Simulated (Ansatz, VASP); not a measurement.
**Two plane-wave programs on MoS2**

```
Mo S
1.0
     3.10950    0.00000    0.00000
    -1.55475    2.69290    0.00000
     0.00000    0.00000   11.85479
Mo S
2 4
Direct
  0.66667 0.33333 0.24963
  0.33333 0.66667 0.75037
  0.33333 0.66667 0.38149
  0.66667 0.33333 0.88222
  0.33333 0.66667 0.11778
  0.66667 0.33333 0.61851
```

Alike in both runs: functional PBEsol; dispersion D3(BJ); k mesh 8 × 8 × 1; occupations gaussian, width 0.1 eV; no spin polarisation.

Ansatz relaxed the structure, and its values are those at the end. VASP's run is a single point on that final structure, the one shown.

|  | VASP | Ansatz |
| --- | --- | --- |
| version | VASP 6.6.1 | Ansatz 0.2.0 |
| potentials or method | VASP PAW PBE potentials, release 64 (Mo_sv, S), cutoff 500 eV | plane waves, PAW |
| valence electrons in the cell | 52 | 52 |

```csv
,VASP,Ansatz,Ansatz less VASP
pressure (GPa),0.0,0.0,+0.02
```

VASP's potentials were made for PBE, not for PBEsol.

The k mesh is coarse, so the values compare programs but aren't converged.
